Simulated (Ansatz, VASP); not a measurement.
# One calculation of Ga, two programs

```
Ga
1.0
     2.29331   -3.87051    0.00000
     2.29331    3.87051    0.00000
     0.00000    0.00000    4.57908
Ga
4
Direct
  0.84358 0.15642 0.08236
  0.65642 0.34358 0.58236
  0.15642 0.84358 0.91764
  0.34358 0.65642 0.41764
```

Alike in both runs: functional PBE; k mesh 10 × 10 × 10; occupations gaussian, width 0.05 eV; no spin polarisation.

Ansatz relaxed the structure, and its values are those at the end. VASP's run is a single point on that final structure, the one shown.

```csv
,VASP,Ansatz
version,VASP 6.6.1,Ansatz 0.2.0
potentials or method,"VASP PAW PBE potentials, release 64 (Ga_d), cutoff 520 eV","scalar-relativistic, plane waves, PAW"
valence electrons in the cell,52,52
```

|  | VASP | Ansatz | Ansatz less VASP |
| --- | --- | --- | --- |
| gap on the k mesh at the Fermi level (eV) | none | none | - |
| pressure (GPa) | 0.1 | 0.0 | -0.12 |

A gap of «none» marks a metal or a gap that the smearing closes. With one functional, cell and mesh, what is left measures potentials, basis and numerics.
